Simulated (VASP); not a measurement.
# ZnS (Pm) in VASP: notebook, part 2 of 2

VASP 6.6.1.

## Step 3: Single point, r2SCAN (atoms displaced along a vibrational mode)

POSCAR

```
ZnS
1.0
   -3.8067217533      0.0000000000      0.0000000000
    0.0000000000      0.0000000000     -6.2457351331
    0.0000000000     -6.5934354870      0.0000000000
Zn S
4 4
Direct
    0.5000000000      0.9922599661      0.1673804801
    0.0000000000      0.9959278197      0.6659537363
    0.0000000000      0.4969638925      0.3340471467
    0.5000000000      0.4932960389      0.8326204029
    0.5000000000      0.6292158325      0.1743778601
    0.0000000000      0.6203880707      0.6589536727
    0.0000000000      0.1115603089      0.3410445267
    0.5000000000      0.1203880707      0.8256203393
```

INCAR.step1

```
ALGO = Normal ; EDIFF = 1E-4
ENCUT = 520 ; GGA = PE
ISMEAR = 0 ; LASPH = T
LCHARG = F ; LREAL = F
LWAVE = T ; NBANDS = 46
NELM = 100 ; PREC = Accurate
SIGMA = 0.05
```

INCAR.step2

```
ALGO = Normal ; EDIFF = 1E-6
ENCUT = 520 ; ISIF = 2
ISMEAR = 0 ; ISTART = 1
LASPH = T ; LCHARG = F
LMIXTAU = T ; LREAL = F
LWAVE = F ; METAGGA = R2SCAN
NBANDS = 46 ; NELM = 100
PREC = Accurate ; SIGMA = 0.05
```

KPOINTS

```
k-points
0
Gamma
  6 4 4
```

Potentials or basis: VASP PAW PBE potentials, release 64 (Zn, S).

Started as:

```bash
$ cat potpaw_PBE.64/Zn/POTCAR potpaw_PBE.64/S/POTCAR > POTCAR
$ cp INCAR.step1 INCAR
$ mpirun -np 1 vasp_std > vasp.out
$ cp INCAR.step2 INCAR
$ mpirun -np 1 vasp_std > vasp.out
```

OUTCAR:

```text
EDIFF = 1E-6
   ENCUT = 520
   ISIF = 2
   ISMEAR = 0
   ISTART = 1
   LASPH = T
   LREAL = F
   METAGGA = R2SCAN
   NELM = 100
   PREC = Accurate

 ion  position               nearest neighbor table
   1  0.500  0.992  0.167-   5 2.27   7 2.34   7 2.34   8 2.39
   2  0.000  0.996  0.666-   7 2.26   8 2.31   8 2.31   6 2.35
   3  0.000  0.497  0.334-   6 2.28   5 2.33   5 2.33   7 2.41
   4  0.500  0.493  0.833-   8 2.33   6 2.36   6 2.36   5 2.41
   5  0.500  0.629  0.174-   1 2.27   3 2.33   3 2.33   4 2.41
   6  0.000  0.620  0.659-   3 2.28   2 2.35   4 2.36   4 2.36
   7  0.000  0.112  0.341-   2 2.26   1 2.34   1 2.34   3 2.41
[... 1390 lines left out ...]
  Total        0.2018606      0.4186896      0.3289529      0.0000000     -0.0015256      0.0000000
  in kB        2.0630779      4.2791385      3.3620013      0.0000000     -0.0155925      0.0000000
  external PRESSURE =       3.2347392 kB  Pullay stress =       0.0000000 kB

 VOLUME and BASIS-vectors are now :
 -----------------------------------------------------------------------------
  energy-cutoff  :      520.00
  volume of cell :      156.76
      direct lattice vectors                 reciprocal lattice vectors
    -3.806721753  0.000000000  0.000000000    -0.262693221  0.000000000  0.000000000
     0.000000000  0.000000000 -6.245735133     0.000000000  0.000000000 -0.160109255
     0.000000000 -6.593435487  0.000000000     0.000000000 -0.151666002  0.000000000

 POSITION                                       TOTAL-FORCE (eV/Angst)
 -----------------------------------------------------------------------------------
     -1.90336     -1.10361     -6.19739         0.000000      0.111218     -0.454736
      0.00000     -4.39092     -6.22030         0.000000     -0.176840      0.254232
      0.00000     -2.20252     -3.10390         0.000000      0.150308      0.365438
     -1.90336     -5.48983     -3.08100         0.000000     -0.090227     -0.205029
     -1.90336     -1.14975     -3.92992         0.000000      0.622897      0.792301
      0.00000     -4.34477     -3.87478         0.000000     -0.740507     -0.016986
      0.00000     -2.24866     -0.69678         0.000000      0.777653     -0.721552
     -1.90336     -5.44367     -0.75191         0.000000     -0.654503     -0.013669
 -----------------------------------------------------------------------------------
    total drift:                               -0.000000     -0.005312      0.021516

  FREE ENERGIE OF THE ION-ELECTRON SYSTEM (eV)
  ---------------------------------------------------
  free  energy   TOTEN  =       -75.3234085896 eV

  energy  without entropy=      -75.3234085896  energy(sigma->0) =      -75.32340859
```

OUTCAR.step1:

```text
EDIFF = 1E-4
   ENCUT = 520
   GGA = PE
   ISMEAR = 0
[... 1422 lines left out ...]
     -1.90336     -1.14975     -3.92992         0.000000      0.610091      0.783137
      0.00000     -4.34477     -3.87478         0.000000     -0.724996     -0.022641
      0.00000     -2.24866     -0.69678         0.000000      0.760339     -0.707092
     -1.90336     -5.44367     -0.75191         0.000000     -0.643032     -0.003537
 -----------------------------------------------------------------------------------
    total drift:                               -0.000000     -0.000079     -0.002103

  FREE ENERGIE OF THE ION-ELECTRON SYSTEM (eV)
  ---------------------------------------------------
  free  energy   TOTEN  =       -27.2284391867 eV

  energy  without entropy=      -27.2284391867  energy(sigma->0) =      -27.22843919
```

OSZICAR.step1:

```text
N       E                     dE             d eps       ncg     rms          rms(c)
DAV:   1     0.594844630210E+03    0.59484E+03   -0.33119E+04  3680   0.190E+03
DAV:   2     0.524635075032E+02   -0.54238E+03   -0.52099E+03  3688   0.439E+02
DAV:   3    -0.251335156842E+02   -0.77597E+02   -0.76507E+02  4054   0.154E+02
DAV:   4    -0.289032310483E+02   -0.37697E+01   -0.37553E+01  4510   0.339E+01
DAV:   5    -0.289604001485E+02   -0.57169E-01   -0.57146E-01  4270   0.428E+00    0.142E+01
DAV:   6    -0.271875638037E+02    0.17728E+01   -0.36042E+00  5604   0.420E+01    0.108E+01
DAV:   7    -0.272753248330E+02   -0.87761E-01   -0.43341E+00  4088   0.816E+00    0.480E+00
DAV:   8    -0.272257785776E+02    0.49546E-01   -0.27146E-01  4674   0.575E+00    0.171E+00
DAV:   9    -0.272274373516E+02   -0.16588E-02   -0.55143E-02  4742   0.362E+00    0.411E-01
DAV:  10    -0.272278679194E+02   -0.43057E-03   -0.54624E-03  4366   0.136E+00    0.238E-01
DAV:  11    -0.272282202532E+02   -0.35233E-03   -0.90032E-04  4122   0.301E-01    0.107E-01
DAV:  12    -0.272284419763E+02   -0.22172E-03   -0.37076E-04  3210   0.206E-01    0.599E-02
DAV:  13    -0.272284391867E+02    0.27896E-05   -0.45877E-05  2482   0.141E-01
   1 F= -.27228439E+02 E0= -.27228439E+02  d E =-.729027E-17
```

Wall time 9.3 min (1 thread of AMD EPYC 9R45 (Zen 5), shared host); peak memory 0.37 GiB.

What came out:

```
Free energy            : -75.3234 eV
Pressure               : 0.3 GPa
Largest force          : 1.061 eV/Å
Band gap on the k mesh : 2.76 eV
```

Forces on the atoms (eV/Å):
```
Zn   0.000  0.111 -0.455
Zn   0.000 -0.177  0.254
Zn   0.000  0.150  0.365
Zn   0.000 -0.090 -0.205
S    0.000  0.623  0.792
S    0.000 -0.741 -0.017
S    0.000  0.778 -0.722
S    0.000 -0.655 -0.014
```

Stress tensor (GPa, compression positive):
```
0.21 0.00 0.00
0.00 0.43 0.00
0.00 0.00 0.34
```

Caveat: the cell differs from its parent crystal (atoms displaced along a vibrational mode); the PAW data sets were made with another functional, which shifts forces and pressure a little.

## Step 4: Single point, r2SCAN (atoms displaced along a vibrational mode)

POSCAR

```
ZnS
1.0
   -3.8067217533      0.0000000000      0.0000000000
    0.0000000000      0.0000000000     -6.2457351331
    0.0000000000     -6.5934354870      0.0000000000
Zn S
4 4
Direct
    0.5000000000      0.9964934999      0.1660956160
    0.0000000000      0.9935592170      0.6672370111
    0.0000000000      0.4927303587      0.3327622826
    0.5000000000      0.4956646416      0.8339036777
    0.5000000000      0.6133258613      0.1604977120
    0.0000000000      0.6203880707      0.6728370619
    0.0000000000      0.1274502801      0.3271643786
    0.5000000000      0.1203880707      0.8395037285
```

INCAR.step1

```
SYSTEM = ZnS
  ALGO = Normal
  EDIFF = 1E-4
  ENCUT = 520
  GGA = PE
  ISMEAR = 0
  LASPH = .TRUE.
  LCHARG = .FALSE.
  LREAL = .FALSE.
  LWAVE = .TRUE.
  NBANDS = 46
  NELM = 60
  PREC = Accurate
  SIGMA = 0.05
```

INCAR.step2

```
SYSTEM = ZnS
  ALGO = Normal
  EDIFF = 1E-7
  ENCUT = 520
  ISIF = 2
  ISMEAR = 0
  ISTART = 1
  LASPH = .TRUE.
  LCHARG = .TRUE.
  LELF = .TRUE.
  LMIXTAU = .TRUE.
  LREAL = .FALSE.
  LVHAR = .TRUE.
  LWAVE = .FALSE.
  METAGGA = R2SCAN
  NBANDS = 46
  NELM = 60
  PREC = Accurate
  SIGMA = 0.05
```

KPOINTS

```
k-points
0
G
  6 4 4
  0 0 0
```

Started as:

```bash
$ cat potpaw_PBE.64/Zn/POTCAR potpaw_PBE.64/S/POTCAR > POTCAR
$ cp INCAR.step1 INCAR
$ mpirun -np 1 vasp_std > vasp.out
$ cp INCAR.step2 INCAR
$ mpirun -np 1 vasp_std > vasp.out
```

It took 9.1 min on 1 thread of Intel Xeon 6975P-C (Granite Rapids), shared host; peak memory 0.41 GiB.

It converged, with:

| Quantity | Value |
| --- | --- |
| Free energy | -75.3673 eV |
| Pressure | 0.2 GPa |
| Largest force | 0.843 eV/Å |
| Band gap on the k mesh | 2.77 eV |

Forces on the atoms (eV/Å):
```
Zn   0.000 -0.107  0.298
Zn   0.000  0.086 -0.167
Zn   0.000 -0.099 -0.353
Zn   0.000  0.123  0.201
S    0.000 -0.609 -0.583
S    0.000  0.529 -0.010
S    0.000 -0.509  0.626
S    0.000  0.585 -0.012
```

Stress tensor (GPa, compression positive):
```
0.17 0.00 0.00
0.00 0.27 0.00
0.00 0.00 0.23
```

Levels at points of the mesh, in eV from the valence-band top:
```csv
k point,band 32,band 33,band 34,band 35,band 36,band 37,band 38,band 39,band 40,band 41
"(0.00, 0.00, 0.00)",-0.92,-0.87,-0.08,0.00,0.00,2.77,3.61,4.04,4.77,5.43
"(0.50, 0.00, 0.00)",-3.07,-1.71,-1.68,-1.67,-1.50,4.98,5.00,5.72,5.83,6.10
"(0.00, 0.50, 0.00)",-1.63,-0.51,-0.51,-0.45,-0.45,3.87,3.94,4.12,4.16,5.59
"(0.50, 0.50, 0.00)",-2.54,-1.54,-1.51,-1.48,-1.47,4.78,4.88,4.95,5.05,6.59
"(0.00, 0.00, 0.50)",-1.63,-0.73,-0.59,-0.52,-0.41,4.41,4.45,4.55,4.58,6.16
"(0.50, 0.00, 0.50)",-2.30,-1.80,-1.65,-0.93,-0.89,3.99,4.08,4.61,4.89,5.39
"(0.00, 0.50, 0.50)",-1.65,-1.23,-1.18,-1.06,-1.01,4.61,4.65,4.81,4.85,6.13
"(0.50, 0.50, 0.50)",-1.71,-1.65,-1.62,-1.60,-1.59,3.88,3.93,3.97,4.02,5.58
```

Caveat: the cell differs from its parent crystal (atoms displaced along a vibrational mode); the PAW data sets were made with another functional, which shifts forces and pressure a little.

## Step 5: Single point, r2SCAN (atoms displaced along a vibrational mode)

POSCAR

```
ZnS
1.0
   -3.8067217533      0.0000000000      0.0000000000
    0.0000000000      0.0000000000     -6.2457351331
    0.0000000000     -6.5934354870      0.0000000000
Zn S
4 4
Direct
    0.5000000000      0.9936711440      0.1669521921
    0.0000000000      0.9951382855      0.6663814945
    0.0000000000      0.4955527146      0.3336188587
    0.5000000000      0.4940855731      0.8330481611
    0.5000000000      0.6239191754      0.1697511441
    0.0000000000      0.6203880707      0.6635814691
    0.0000000000      0.1168569660      0.3364178107
    0.5000000000      0.1203880707      0.8302481357
```

INCAR.step1

```
SYSTEM = ZnS
  PREC = Accurate
  ENCUT = 520
  ISMEAR = 0
  SIGMA = 0.05
  LREAL = .False.
  LASPH = .True.
  NELM = 60
  NBANDS = 46
  GGA = PE
  ALGO = Normal
  EDIFF = 1E-4
  LWAVE = .True.
  LCHARG = .False.
```

INCAR.step2

```
SYSTEM = ZnS
  PREC = Accurate
  ENCUT = 520
  EDIFF = 1E-6
  ISMEAR = 0
  SIGMA = 0.05
  LREAL = .False.
  LASPH = .True.
  NELM = 60
  ALGO = Normal
  ISIF = 2
  LWAVE = .False.
  LCHARG = .False.
  METAGGA = R2SCAN
  LMIXTAU = .True.
  NBANDS = 46
  ISTART = 1
```

KPOINTS

```
Automatic mesh
0
Gamma
  6 4 4
  0 0 0
```

Started as:

```bash
$ cat potpaw_PBE.64/Zn/POTCAR potpaw_PBE.64/S/POTCAR > POTCAR
$ cp INCAR.step1 INCAR
$ mpirun -np 1 vasp_std > vasp.out
$ cp INCAR.step2 INCAR
$ mpirun -np 1 vasp_std > vasp.out
```

Wall time 9.1 min (1 thread of Intel Xeon 6975P-C (Granite Rapids), shared host); peak memory 0.4 GiB.

Results (log left out):

* Free energy: -75.4257 eV
* Pressure: 0.1 GPa
* Largest force: 0.417 eV/Å
* Band gap on the k mesh: 2.78 eV

Forces in eV/Å, atoms in the order of the input:
```
Zn   0.000  0.068 -0.166
Zn   0.000 -0.036  0.099
Zn   0.000  0.032  0.158
Zn   0.000 -0.065 -0.085
S    0.000  0.265  0.304
S    0.000 -0.286 -0.006
S    0.000  0.292 -0.298
S    0.000 -0.270 -0.005
```

Levels at points of the mesh, in eV from the valence-band top:
```csv
k point,band 33,band 34,band 35,band 36,band 37,band 38,band 39,band 40
"(0.00, 0.00, 0.00)",-0.89,-0.08,0.00,0.00,2.78,3.62,4.04,4.77
"(0.50, 0.00, 0.00)",-1.70,-1.69,-1.63,-1.55,5.01,5.02,5.78,5.84
"(0.00, 0.50, 0.00)",-0.50,-0.50,-0.47,-0.47,3.92,3.97,4.11,4.13
"(0.50, 0.50, 0.00)",-1.52,-1.51,-1.49,-1.48,4.86,4.91,4.94,4.99
"(0.00, 0.00, 0.50)",-0.69,-0.62,-0.49,-0.44,4.44,4.46,4.55,4.57
"(0.50, 0.00, 0.50)",-1.76,-1.69,-0.92,-0.90,4.02,4.06,4.70,4.84
"(0.00, 0.50, 0.50)",-1.17,-1.15,-1.09,-1.06,4.68,4.70,4.78,4.80
"(0.50, 0.50, 0.50)",-1.66,-1.65,-1.63,-1.63,3.92,3.95,3.97,3.99
```

Caveat: the cell differs from its parent crystal (atoms displaced along a vibrational mode); the PAW data sets were made with another functional, which shifts forces and pressure a little.

## Step 6: The runs side by side

```csv
cell,gap on the mesh (eV),pressure (GPa),largest force (eV/Å)
"as given, atomic positions A",2.74,0.6,1.51
"as given, atomic positions B",2.76,0.3,1.06
"as given, atomic positions C",2.77,0.2,0.84
"as given, atomic positions D",2.78,0.1,0.42
```

Alike in all rows: task single point; level r2SCAN; potentials or basis VASP PAW PBE potentials, release 64 (Zn, S); no spin polarisation; k mesh 6 × 4 × 4; cutoff (eV) 520; smearing gaussian 0.05 eV.

Caveats: the PAW data sets were made with another functional, which shifts forces and pressure a little.

Total energies depend on the potentials used, so only differences within one code and one set of settings carry meaning.
